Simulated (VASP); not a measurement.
**HgPd: single point with LDA**

The system is HgPd.

```
Hg Pd
1.0
     3.02995    0.00000    0.00000
     0.00000    2.93905    0.00000
     0.00000    0.00000    3.69200
Hg Pd
1 1
Direct
  0.00000 0.00000 0.00000
  0.50000 0.50000 0.50000
```

This cell differs from its parent crystal: strain -0.0300 x Voigt [0, 1, 0, 0, 0, 0].

```yaml
Program: VASP 6.6.1
Task: single point
Functional: LDA
Potentials_or_basis: VASP PAW LDA potentials, release 64 (Hg_sv_GW, Pd_sv_GW)
Cutoff: 540 eV
k_mesh: 16 × 16 × 14
Occupations: gaussian, width 0.15 eV
Spin: no spin polarisation
```

The pressure is -0.7 GPa and the band gap on the k mesh is zero (bands 19 and 20 overlap by 4.12 eV).

Stress tensor (GPa, compression positive):
```
-2.08  0.00  0.00
 0.00  0.81  0.00
 0.00  0.00 -0.86
```

Levels at points of the mesh, in eV from the Fermi level:
```tsv
k point	band 15	band 16	band 17	band 18	band 19	band 20	band 21	band 22	band 23	band 24
(0.00, 0.00, 0.00)	-3.56	-2.83	-1.56	-1.52	-1.39	2.42	7.75	8.55	8.78	14.86
(0.50, 0.00, 0.00)	-3.82	-3.73	-3.70	-2.44	-2.00	0.10	9.90	10.12	11.03	11.03
(0.00, 0.50, 0.00)	-3.72	-3.59	-3.35	-2.68	-2.11	0.46	10.07	10.46	11.08	11.36
(0.50, 0.50, 0.00)	-1.78	-1.73	-1.65	-0.81	-0.18	-0.07	3.47	6.67	10.31	10.68
(0.00, 0.00, 0.50)	-5.73	-4.03	-2.58	-2.39	-2.03	-1.58	12.56	13.50	14.24	14.38
(0.50, 0.00, 0.50)	-3.29	-1.74	-1.67	-1.50	-1.46	-1.10	2.01	4.43	13.50	13.93
(0.00, 0.50, 0.50)	-3.08	-1.80	-1.59	-1.55	-1.31	-0.84	2.23	4.85	13.01	13.55
(0.50, 0.50, 0.50)	-4.31	-4.23	-1.77	-0.81	1.77	5.36	5.66	6.48	6.62	7.06
```

Run time: 4.6 min on 1 thread of Intel(R) Xeon(R) 6975P-C (Granite Rapids), on a shared host, peak memory 0.8 GiB.

Caveat: the cell differs from its parent crystal (strain -0.0300 x Voigt [0, 1, 0, 0, 0, 0]); spin-orbit coupling is left out, which moves the levels of the heavy elements.
